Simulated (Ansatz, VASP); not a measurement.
**One calculation of Al8N, two programs**

Contents of INCAR:

```
SYSTEM = Al8N
  ALGO = Normal
  DIPOL = 0.5 0.5 0.400
  EDIFF = 1E-6
  ENCUT = 520
  GGA = PE
  IDIPOL = 3
  ISIF = 2
  ISMEAR = 0
  LASPH = .TRUE.
  LCHARG = .FALSE.
  LDIPOL = .TRUE.
  LREAL = .FALSE.
  LWAVE = .FALSE.
  NBANDS = 24
  NELM = 100
  PREC = Accurate
  SIGMA = 0.1
```

Contents of KPOINTS:

```
k-points
0
G
  9 9 1
  0 0 0
```

Contents of POSCAR:

```
Al8N
1.0
    2.8543223330      0.0000000000      0.0000000000
   -1.4271611665      2.4719156510      0.0000000000
    0.0000000000      0.0000000000     33.4760593533
Al N
8 1
Direct
    0.3333333333      0.6666666667      0.1194883770
    0.0000000000      0.0000000000      0.1895622803
    0.6666666667      0.3333333333      0.2596361837
    0.0000000000      0.0000000000      0.3297100869
    0.3333333333      0.6666666667      0.3992195594
    0.0000000000      0.0000000000      0.4696536480
    0.6666666667      0.3333333333      0.5400996810
    0.0000000000      0.0000000000      0.6116627748
    0.5555555556     -0.5555555556      0.6854468476
```

Input for Ansatz:

```yaml
crystal:
  lattice:
    - [2.854322333, 0.0, 0.0]
    - [-1.4271611665, 2.471915651, 0.0]
    - [0.0, 0.0, 33.4760593533]
  atoms:
    - { symbol: Al, position: [0.3333333333, 0.6666666667, 0.119488377] }
    - { symbol: Al, position: [0.0, 0.0, 0.1895622803] }
    - { symbol: Al, position: [0.6666666667, 0.3333333333, 0.2596361837] }
    - { symbol: Al, position: [0.0, 0.0, 0.3297100869] }
    - { symbol: Al, position: [0.3333333333, 0.6666666667, 0.3992195594] }
    - { symbol: Al, position: [0.0, 0.0, 0.469653648] }
    - { symbol: Al, position: [0.6666666667, 0.3333333333, 0.540099681] }
    - { symbol: Al, position: [0.0, 0.0, 0.6116627748] }
    - { symbol: "N", position: [0.5555555556, -0.5555555556, 0.6854468476] }
basis:
  ecutwfc: 420
kpoints:
  mp_grid: { grid: [9, 9, 1] }
hamiltonian:
  xc: pbe
scf:
  occupations: { method: gaussian, width: 0.1 }
output:
  forces: true
  eigenvalues: true
efield:
  axis: 3
  dipole_correction: true
  ramp_width: 0.04
```

Alike in both runs: task single point; functional PBE; k mesh 9 × 9 × 1; occupations gaussian, width 0.1 eV; no spin polarisation.

|  | VASP | Ansatz |
| --- | --- | --- |
| version | VASP 6.6.1 | Ansatz 0.2.0 |
| potentials or method | VASP PAW PBE potentials, release 64 (Al, N), cutoff 520 eV | scalar-relativistic, plane waves, PAW |
| valence electrons in the cell | 29 | 29 |

|  | VASP | Ansatz | Ansatz less VASP |
| --- | --- | --- | --- |
| gap on the k mesh at the Fermi level (eV) | none | none | - |
| rms of the force components (eV/Å) | 0.526 | 0.526 | +0.0009 |

Atom by atom the forces differ by 0.001 eV/Å (rms over components). A gap of «none» marks a metal or a gap that the smearing closes.
